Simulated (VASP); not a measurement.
# C in VASP: a series of runs

The runs below take C through single point, with PBE.

All numbers are computed with VASP 6.6.1; they aren't measurements. Logs are shortened: lines on timing, memory, paths and dates and some standing lists are left out, and cuts for length are marked.

### 1 The cell of the first run

The cell holds a slab with vacuum, 6 atoms: a = 2.526 Å, b = 3.572 Å, c = 18.526 Å, α = 90.00°, β = 90.00°, γ = 90.00°.

### 2 Single point, PBE

INCAR reads:

```
PREC     = Accurate       # precision mode
ENCUT    = 520            # plane-wave cutoff, eV
EDIFF    = 1E-7           # SCF threshold, eV
ISMEAR   = -1             # smearing method
SIGMA    = 0.02           # smearing width, eV
LREAL    = F              # projectors in reciprocal space
LASPH    = T              # aspherical terms in the spheres
NELM     = 100            # most SCF steps
ALGO     = Normal         # electronic algorithm
ISIF     = 2              # what is computed and relaxed
LWAVE    = F              # write WAVECAR
LCHARG   = F              # write CHGCAR
LDIPOL   = T            
IDIPOL   = 3            
DIPOL    = 0.5 0.5 0.500
GGA      = PE             # functional
NBANDS   = 21             # bands
```

KPOINTS reads:

```
Automatic mesh
0
Gamma
  12 8 1
```

POSCAR reads:

```
C
1.0
    2.5255274271      0.0000000000      0.0000000000
    0.0000000000      3.5716351395      0.0000000000
    0.0000000000      0.0000000000     18.5255000000
C
6
Direct
    0.7500000000      0.1250000000      0.4318364571
    0.2500000000      0.8750000000      0.4318364571
    0.2500000000      0.6250000000      0.5000000000
    0.7500000000      0.3750000000      0.5000000000
    0.7500000000      0.1250000000      0.5681635429
    0.2500000000      0.8750000000      0.5681635429
```

Potentials or basis: VASP PAW PBE potentials, release 64 (C).

Command:

```
$ cat potpaw_PBE.64/C/POTCAR > POTCAR
$ mpirun -np 1 vasp_std > vasp.out
```

OUTCAR:

```text
PREC = Accurate
   ENCUT = 520
   EDIFF = 1E-7
   ISMEAR = -1
   LREAL = F
   LASPH = T
   NELM = 100
   ISIF = 2
   GGA = PE

 ion  position               nearest neighbor table
   1  0.750  0.125  0.432-   2 1.55   2 1.55   4 1.55
   2  0.250  0.875  0.432-   1 1.55   1 1.55   3 1.55
   3  0.250  0.625  0.500-   4 1.55   4 1.55   6 1.55   2 1.55
   4  0.750  0.375  0.500-   3 1.55   3 1.55   5 1.55   1 1.55
   5  0.750  0.125  0.568-   6 1.55   6 1.55   4 1.55
   6  0.250  0.875  0.568-   5 1.55   5 1.55   3 1.55

  LATTYP: Found a simple orthorhombic cell.
 ALAT       =     2.5255274271
 B/A-ratio  =     1.4142135624
 C/A-ratio  =     7.3352994710

  Lattice vectors:

 A1 = (   2.5255274271,   0.0000000000,   0.0000000000)
 A2 = (   0.0000000000,   3.5716351395,   0.0000000000)
 A3 = (   0.0000000000,   0.0000000000,  18.5255000000)

Analysis of symmetry for initial positions (statically):
=====================================================================
 Subroutine PRICEL returns:
 Original cell was already a primitive cell.

 Routine SETGRP: Setting up the symmetry group for a
 simple orthorhombic supercell.

 Subroutine GETGRP returns: Found  8 space group operations
 (whereof  4 operations were pure point group operations)
 out of a pool of  8 trial point group operations.

The static configuration has the point symmetry C_2h.
 The point group associated with its full space group is D_2h.

Analysis of symmetry for dynamics (positions and initial velocities):
=====================================================================
 Subroutine PRICEL returns:
 Original cell was already a primitive cell.

 Routine SETGRP: Setting up the symmetry group for a
 simple orthorhombic supercell.

 Subroutine GETGRP returns: Found  8 space group operations
 (whereof  4 operations were pure point group operations)
 out of a pool of  8 trial point group operations.

The dynamic configuration has the point symmetry C_2h.
 The point group associated with its full space group is D_2h.

 Subroutine INISYM returns: Found  8 space group operations
 (whereof  4 operations are pure point group operations),
 and found     1 'primitive' translations

----------------------------------------------------------------------------------------

                                     Primitive cell

  volume of cell :     167.1049

  direct lattice vectors                    reciprocal lattice vectors
     2.525527427  0.000000000  0.000000000     0.395956896  0.000000000  0.000000000
     0.000000000  3.571635140  0.000000000     0.000000000  0.279983806  0.000000000
     0.000000000  0.000000000 18.525500000     0.000000000  0.000000000  0.053979650

  length of vectors
     2.525527427  3.571635140 18.525500000     0.395956896  0.279983806  0.053979650

  position of ions in fractional coordinates (direct lattice)
     0.750000000  0.125000000  0.431836457
     0.250000000  0.875000000  0.431836457
     0.250000000  0.625000000  0.500000000
     0.750000000  0.375000000  0.500000000
     0.750000000  0.125000000  0.568163543
     0.250000000  0.875000000  0.568163543

  ion indices of the primitive-cell ions
   primitive index   ion index
                 1           1
                 2           2
                 3           3
                 4           4
                 5           5
                 6           6

----------------------------------------------------------------------------------------

 KPOINTS: Automatic mesh

Automatic generation of k-mesh.
 Grid dimensions read from file:
 generate k-points for:   12    8    1

 Generating k-lattice:

  Cartesian coordinates                     Fractional coordinates (reciprocal lattice)
     0.032996408  0.000000000  0.000000000     0.083333333  0.000000000  0.000000000
     0.000000000  0.034997976  0.000000000     0.000000000  0.125000000  0.000000000
     0.000000000  0.000000000  0.053979650     0.000000000  0.000000000  1.000000000

  Length of vectors
     0.032996408  0.034997976  0.053979650

  Shift w.r.t. Gamma in fractional coordinates (k-lattice)
     0.000000000  0.000000000  0.000000000

 Subroutine IBZKPT returns following result:
 ===========================================

 Found     35 irreducible k-points:

 Following reciprocal coordinates:
            Coordinates               Weight
  0.000000  0.000000  0.000000      1.000000
  0.083333  0.000000  0.000000      2.000000
  0.166667  0.000000  0.000000      2.000000
  0.250000  0.000000  0.000000      2.000000
  0.333333  0.000000  0.000000      2.000000
  0.416667  0.000000  0.000000      2.000000
[... 16 lines left out ...]
  0.083333  0.375000  0.000000      4.000000
  0.166667  0.375000  0.000000      4.000000
 [... further k-points ...]
   k-points           NKPTS =     35   k-points in BZ     NKDIM =     35   number of bands    NBANDS=     21
   number of dos      NEDOS =    301   number of ions     NIONS =      6
   total plane-waves  NPLWV =  78400
   dimension x,y,z NGX =    20 NGY =   28 NGZ =  140
   dimension x,y,z NGXF=    40 NGYF=   56 NGZF=  280
   ions per type =               6
   NGX,Y,Z   is equivalent  to a cutoff of  13.17, 13.03, 12.56 a.u.
   NGXF,Y,Z  is equivalent  to a cutoff of  26.33, 26.07, 25.13 a.u.
 SYSTEM =  unknown system
   PREC   = accura    normal or accurate (medium, high low for compatibility)
   ISTART =      0    job   : 0-new  1-cont  2-samecut
   ICHARG =      2    charge: 1-file 2-atom 10-const
   ISPIN  =      1    spin polarized calculation?
   LNONCOLLINEAR =      F non collinear calculations
   LSORBIT =      F    spin-orbit coupling
   LASPH  =      T    aspherical Exc in radial PAW
   ENCUT  =  520.0 eV  38.22 Ry    6.18 a.u.   4.70  6.64 34.45*2*pi/ulx,y,z
   NELM   =    100;   NELMIN=  2; NELMDL= -5     # of ELM steps
   EDIFF  = 0.1E-06   stopping-criterion for ELM
   LREAL  =      F    real-space projection
   EDIFFG = 0.1E-05   stopping-criterion for IOM
   NSW    =      0    number of steps for IOM
   IBRION =     -1    ionic relax: 0-MD 1-quasi-New 2-CG
   NFREE  =      0    steps in history (QN), initial steepest desc. (CG)
   ISIF   =      2    stress and relaxation
   ISYM   =      2    0-nonsym 1-usesym 2-fastsym
   POTIM  = 0.5000    time-step for ionic-motion
   TEBEG  =    0.0;   TEEND  =   0.0 temperature during run
   PSTRESS=    0.0 pullay stress
   NELECT =      24.0000    total number of electrons
   NUPDOWN=      -1.0000    fix difference up-down
   EMIN   =  10.00;   EMAX   =-10.00  energy-range for DOS
   EFERMI =   0.00;   METHOD = LEGACY
   ISMEAR =    -1;   SIGMA  =   0.02  broadening in eV -4-tet -1-fermi 0-gaus
   EFERMI_NEDOS =   21; number of points for ismear=-14 and -15
   IALGO  =     38    algorithm
   IMIX   =      4    mixing-type and parameters
     AMIX     =   0.40;   BMIX     =  1.00
     AMIX_MAG =   1.60;   BMIX_MAG =  1.00
  volume/ion in A,a.u.               =      27.85       187.95
  Fermi-wavevector in a.u.,A,eV,Ry     =   0.857332  1.620122 10.000522  0.735018
  Thomas-Fermi vector in A             =   1.974369
   LORBIT       =      0    0 simple, 1 ext, 2 COOP (PROOUT), +10 PAW based schemes
   GGA     = PE    functional components
   LHFCALC =     F    Hartree Fock is set to
   AEXX    =    0.0000 exact exchange contribution
   IVDW    =     0    specifies the selected vdW correction
   LEPSILON=     F    determine dielectric tensor
   LRPA    =     F    only Hartree local field effects (RPA)
 non-spin polarized calculation
  energy-cutoff  :      520.00
  volume of cell :      167.10
 maximum number of plane-waves:      4540
 NGX is ok and might be reduce to    20
   NGX =  9   NGY = 13   NGZ = 69

 number of electron      24.0000000 magnetization

 dipolmoment           0.000000      0.000000     -0.000000 electrons x Angstroem

 Free energy of the ion-electron system (eV)
  ---------------------------------------------------
  ext. energy  EPLUGINS =         0.00000000
  ---------------------------------------------------
  free energy    TOTEN  =       -47.61412430 eV

  energy without entropy =      -47.60954119  energy(sigma->0) =      -47.61183274

 E-fermi :  -2.8322     XC(G=0):  -3.8021

 val. band max:       -2.8341586803   @ k =   0.0833   0.3750   0.0000
 cond. band min:      -2.8187980142   @ k =   0.0833   0.0000   0.0000
 fundamental gap:      0.0153606662
 Fermi energy:        -2.8321692535

 k-point     1 :       0.0000    0.0000    0.0000
  band No.  band energies     occupation
      1     -22.6028      2.00000
      2     -18.5273      2.00000
      3     -15.3822      2.00000
      4     -13.9676      2.00000
      5      -9.7075      2.00000
      6      -9.5344      2.00000
[... 13 lines left out ...]
     20       4.9009      0.00000
     21       5.5877      0.00000

 k-point     2 :       0.0833    0.0000    0.0000
  band No.  band energies     occupation
      1     -22.4769      2.00000
      2     -18.4066      2.00000
      3     -15.2710      2.00000
      4     -13.9317      2.00000
      5      -9.6181      2.00000
      6      -9.4356      2.00000
[... 13 lines left out ...]
     20       5.0600      0.00000
     21       5.7839      0.00000

 k-point     3 :       0.1667    0.0000    0.0000
  band No.  band energies     occupation
      1     -22.1006      2.00000
      2     -18.0453      2.00000
      3     -14.9379      2.00000
      4     -13.9076      2.00000
      5      -9.7557      2.00000
      6      -9.4267      2.00000
[... 13 lines left out ...]
     20       5.8098      0.00000
     21       6.1894      0.00000
[... 457 lines left out ...]
 k-point    23 :       0.0833    0.3750    0.0000
  band No.  band energies     occupation
      1     -21.2387      2.00000
      2     -19.1198      2.00000
      3     -17.7603      2.00000
      4     -13.0951      2.00000
      5     -11.5711      2.00000
      6      -8.0398      2.00000
[... 13 lines left out ...]
     20       6.4428      0.00000
     21       6.5612      0.00000

 k-point    24 :       0.1667    0.3750    0.0000
  band No.  band energies     occupation
      1     -20.8704      2.00000
      2     -18.7727      2.00000
      3     -17.4114      2.00000
      4     -12.7760      2.00000
      5     -11.4317      2.00000
      6      -9.3124      2.00000
[... 13 lines left out ...]
     20       6.2488      0.00000
     21       7.1702      0.00000

 [... further k-points ...]

------------------------ aborting loop because EDIFF is reached ----------------------------------------

 vacuum level on the upper side and lower side of the slab       (xc-potential included)        -0.071        -0.071

  FORCE on cell =-STRESS in cart. coord.  units (eV):
  Direction    XX          YY          ZZ          XY          YZ          ZX
  --------------------------------------------------------------------------------------
  -------------------------------------------------------------------------------------
  Total       -4.3666855     -6.1606191     -4.9527567      0.0000000      0.0000000      0.0000000
  in kB      -41.8671480    -59.0671244    -47.4863141      0.0000000      0.0000000      0.0000000
  external PRESSURE =     -49.4735288 kB  Pullay stress =       0.0000000 kB

 VOLUME and BASIS-vectors are now :
 -----------------------------------------------------------------------------
  energy-cutoff  :      520.00
  volume of cell :      167.10
      direct lattice vectors                 reciprocal lattice vectors
     2.525527427  0.000000000  0.000000000     0.395956896  0.000000000  0.000000000
     0.000000000  3.571635140  0.000000000     0.000000000  0.279983806  0.000000000
     0.000000000  0.000000000 18.525500000     0.000000000  0.000000000  0.053979650

 POSITION                                       TOTAL-FORCE (eV/Angst)
 -----------------------------------------------------------------------------------
      1.89415      0.44645      7.99999         0.000000     -4.471420      0.972920
      0.63138      3.12518      7.99999         0.000000      4.471420      0.972920
      0.63138      2.23227      9.26275        -0.000000     -1.344978      0.000000
      1.89415      1.33936      9.26275        -0.000000      1.344978      0.000000
      1.89415      0.44645     10.52551        -0.000000     -4.471420     -0.972920
      0.63138      3.12518     10.52551        -0.000000      4.471420     -0.972920
 -----------------------------------------------------------------------------------
    total drift:                                0.000000      0.000000      0.000000

  FREE ENERGIE OF THE ION-ELECTRON SYSTEM (eV)
  ---------------------------------------------------
  free  energy   TOTEN  =       -47.6141243014 eV

  energy  without entropy=      -47.6095411850  energy(sigma->0) =      -47.61183274

 vacuum level on the upper side and lower side of the slab         3.119         3.119
```

It took 11 min on 1 thread of Intel Xeon 8259CL, shared host; peak memory 0.29 GiB.

Results:

```
Free energy            : -47.6141 eV
Largest force          : 4.576 eV/Å
Band gap on the k mesh : zero (bands 12 and 13 overlap by 0.59 eV)
```

Forces in eV/Å, atoms in the order of the input:
```
C    0.000 -4.471  0.973
C    0.000  4.471  0.973
C    0.000 -1.345  0.000
C    0.000  1.345  0.000
C    0.000 -4.471 -0.973
C    0.000  4.471 -0.973
```

Levels at points of the mesh, in eV from the Fermi level:
```csv
k point,band 9,band 10,band 11,band 12,band 13,band 14,band 15,band 16
"(0.00, 0.00, 0.00)",-2.35,-2.27,-0.49,0.20,0.42,3.54,5.37,5.70
"(0.50, 0.00, 0.00)",-5.05,-5.05,-1.28,-1.28,0.85,0.85,6.57,6.57
"(0.00, 0.50, 0.00)",-2.97,-2.20,-1.29,-0.10,0.50,1.05,6.56,7.88
"(0.50, 0.50, 0.00)",-4.89,-4.89,-0.47,-0.47,0.85,0.85,9.65,9.65
```

(Continued in part 2 of 2.)
